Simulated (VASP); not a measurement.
Here is a VASP 6.6.1 calculation.

Contents of INCAR:

```
  PREC = Accurate
  ENCUT = 520
  EDIFF = 1E-6
  ISMEAR = 0
  SIGMA = 0.05
  LREAL = F
  LASPH = T
  NELM = 60
  ALGO = Normal
  ISIF = 2
  LWAVE = F
  LCHARG = F
  LDIPOL = T
  IDIPOL = 3
  DIPOL = 0.5 0.5 0.395
  GGA = PE
  IVDW = 12
  NBANDS = 31
```

File KPOINTS:

```
regular mesh
0
Gamma
  9 9 1
```

POSCAR

```
PtS2
1.0
    3.5415278079      0.0000000000      0.0000000000
   -1.7707639039      3.0670530498      0.0000000000
    0.0000000000      0.0000000000     22.4670615492
S Pt
4 2
Direct
    0.6666666667      0.3333333333      0.2002932155
    0.3333333333      0.6666666667      0.3108341854
    0.3333333333      1.0000000000      0.4795255824
    0.6666666667      0.6666666667      0.5900665523
    0.0000000000      0.0000000000      0.2555637004
    1.0000000000      1.3333333333      0.5347960674
```

Potentials or basis: VASP PAW PBE potentials, release 64 (S, Pt).

Run with:

```bash
$ cat potpaw_PBE.64/S/POTCAR potpaw_PBE.64/Pt/POTCAR > POTCAR
$ mpirun -np 1 vasp_std > vasp.out
```

**Question.** Predict the dispersion energy per atom.

**Answer.** -0.306 eV.

**Question.** Estimate the largest force.

**Answer.** 0.051 eV/Å.

**Question.** Estimate the band gap on the k mesh.

**Answer.** 1.58 eV (least direct gap 1.66 eV).

Forces on the atoms (eV/Å):
```
S    0.001 -0.005  0.043
S    0.005 -0.013  0.014
S   -0.008  0.011 -0.014
S   -0.004  0.003 -0.043
Pt   0.000  0.007  0.050
Pt   0.006 -0.003 -0.050
```

Caveat: the cell differs from its parent crystal (layers slid over each other); spin-orbit coupling is left out, which moves the levels of the heavy elements.
